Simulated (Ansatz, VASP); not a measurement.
## Be in VASP and in Ansatz

Contents of INCAR:

```
PREC = Accurate
ENCUT = 520
EDIFF = 1E-6
ISMEAR = 0
SIGMA = 0.1
LREAL = False
LASPH = True
NELM = 80
ALGO = Normal
ISIF = 2
LWAVE = False
LCHARG = False
GGA = PE
NBANDS = 9
```

Contents of KPOINTS:

```
Automatic mesh
0
Gamma
  16 16 9
```

POSCAR

```
Be
1.0
    2.2656737714      0.0000000000      0.0000000000
   -1.1328368857      1.9621310427      0.0000000000
    0.0000000000      0.0000000000      3.5587036811
Be
2
Direct
    0.3333333333      0.6666666667      0.2500000000
    0.6666666667      0.3333333333      0.7500000000
```

Input for Ansatz:

```yaml
crystal:
  lattice:
    - [2.2656737714, 0.0, 0.0]
    - [-1.1328368857, 1.9621310427, 0.0]
    - [0.0, 0.0, 3.5587036811]
  atoms:
    - { symbol: Be, position: [0.3333333333, 0.6666666667, 0.25] }
    - { symbol: Be, position: [0.6666666667, 0.3333333333, 0.75] }
hamiltonian:
  xc: pbe
  pseudopotentials:
    kind: paw
    azcp:
      Be: "pseudopotentials/Be.paw.azcp"
basis:
  ecutwfc: 420
  fft_grid_basis: typed
kpoints:
  mp_grid: { grid: [16, 16, 9], shift: [0, 0, 0] }
magnetization:
  spin_polarized: false
scf:
  occupations: { method: gaussian, width: 0.1 }
  lower_state_search: "off"
output:
  stress: true
```

Alike in both runs: task single point; functional PBE; k mesh 16 × 16 × 9; occupations gaussian, width 0.1 eV; no spin polarisation.

|  | VASP | Ansatz |
| --- | --- | --- |
| version | VASP 6.6.1 | Ansatz 0.2.0 |
| potentials or method | VASP PAW PBE potentials, release 64 (Be), cutoff 520 eV | plane waves (420 eV) with PAW, scalar-relativistic |
| valence electrons in the cell | 4 | 4 |

VASP gave:

```
pressure (GPa)                                                : 0.1
traceless stress, the component that is largest in VASP (GPa) : -0.09
```

Question: Estimate Ansatz's values.

Answer: Pressure (GPa): 0.0; traceless stress, the component that is largest in VASP (GPa): -0.13.
